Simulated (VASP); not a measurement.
Wanted: the native input for a VASP 6.6.1 run.

```yaml
Task: relaxation of cell and atoms
Functional: PBEsol
Potentials_or_basis: VASP PAW PBE potentials, release 64 (In_d)
Cutoff: 600 eV
k_mesh: 14 × 14 × 14
Occupations: fermi-dirac, width 0.05 eV
Spin: no spin polarisation
Dipole_correction: no
Further_INCAR_settings: ALGO = Normal; EDIFF = 1e-06; IBRION = 2; EDIFFG = -0.005; NSW = 60; ISIF = 3
```

The structure of In lies in POSCAR:

```
In
1.0
    3.0230622565      0.0000000000      0.0000000000
    0.0000000000      3.0230622565      0.0000000000
    0.0000000000      0.0000000000      3.0230622565
In
1
Direct
    0.0000000000      0.0000000000      0.0000000000
```

One way to write it, as run:

INCAR

```
  PREC = Accurate
  ENCUT = 600
  EDIFF = 1E-6
  ISMEAR = -1
  SIGMA = 0.05
  LREAL = False
  LASPH = True
  NELM = 80
  ALGO = Normal
  ISIF = 3
  LWAVE = False
  LCHARG = False
  GGA = PS
  IBRION = 2
  NSW = 60
  EDIFFG = -0.005
```

KPOINTS

```
regular mesh
0
Gamma
  14 14 14
```

Potentials or basis: VASP PAW PBE potentials, release 64 (In_d).

Command:

```sh
$ cat potpaw_PBE.64/In_d/POTCAR > POTCAR
$ mpirun -np 1 vasp_std > vasp.out
```

It gave:

```yaml
Relaxed_volume: 27.35 Å³/atom
Relaxed_cell: a = 3.013 Å, b = 3.013 Å, c = 3.013 Å, α = 90.00°, β = 90.00°, γ = 90.00°
Space_group_after_relaxing_to_0.05_Å: Pm-3m (No. 221)
Energy_gained_by_relaxing: 0.3 meV/atom
Ionic_steps: 2
Pressure_after_relaxing: 0.0 GPa
```

Caveat: the PAW data sets were made with another functional, which shifts forces and pressure a little.

It took 22 s on 1 thread of Intel Xeon 6975P-C, on a shared host, peak memory 0.17 GiB.
